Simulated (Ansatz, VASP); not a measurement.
## Ti in VASP and in Ansatz

INCAR

```
PREC     = Accurate       # precision mode
ENCUT    = 500            # plane-wave cutoff, eV
EDIFF    = 1E-7           # SCF threshold, eV
ISMEAR   = 0              # smearing method
SIGMA    = 0.05           # smearing width, eV
LREAL    = False          # projectors in reciprocal space
LASPH    = True           # aspherical terms in the spheres
NELM     = 120            # most SCF steps
ALGO     = Normal         # electronic algorithm
ISIF     = 3              # what is computed and relaxed
LWAVE    = False          # write WAVECAR
LCHARG   = False          # write CHGCAR
IBRION   = 2              # ionic algorithm
NSW      = 80             # ionic steps
EDIFFG   = -0.01          # ionic threshold
GGA_COMPAT= False        
NELMIN   = 4
```

KPOINTS

```
regular mesh
0
Gamma
  16 16 10
```

Contents of POSCAR:

```
Ti
1.0
    2.9500000000      0.0000000000      0.0000000000
   -1.4750000000      2.5547749412      0.0000000000
    0.0000000000      0.0000000000      4.6846000000
Ti
2
Direct
    0.3333333333      0.6666666667      0.7500000000
    0.6666666667      0.3333333333      0.2500000000
```

Input for Ansatz:

```yaml
crystal:
  lattice:
    - [2.95, 0.0, 0.0]
    - [-1.475, 2.5547749412, 0.0]
    - [0.0, 0.0, 4.6846]
  atoms:
    - { symbol: Ti, position: [0.3333333333, 0.6666666667, 0.75] }
    - { symbol: Ti, position: [0.6666666667, 0.3333333333, 0.25] }
basis:
  ecutwfc: 420
  ecutrho_ratio: 4
kpoints:
  mp_grid: { grid: [16, 16, 10] }
hamiltonian:
  xc: lda
scf:
  occupations: { method: gaussian, width: 0.05 }
output:
  forces: true
  stress: true
  eigenvalues: true
relax:
  f_tol: 0.01
  max_steps: 60
  cell: { stress_tol: 0.15 }
```

Alike in both runs: task relaxation of cell and atoms; functional LDA; k mesh 16 × 16 × 10; occupations gaussian, width 0.05 eV; no spin polarisation.

```csv
,VASP,Ansatz
version,VASP 6.6.1,Ansatz 0.2.0
potentials or method,"VASP PAW LDA potentials, release 64 (Ti_sv), cutoff 500 eV","scalar-relativistic, plane waves, PAW"
valence electrons in the cell,24,24
```

|  | VASP | Ansatz | Ansatz less VASP |
| --- | --- | --- | --- |
| relaxed volume (Å³/atom) | 16.07 | 16.09 | +0.020 |
| relaxed length of the cell vector where the two differ most in proportion (Å) | 2.861 | 2.863 | +0.0015 |

LDA's correlation is that of Perdew and Zunger in VASP and of Perdew and Wang (1992) in Ansatz.
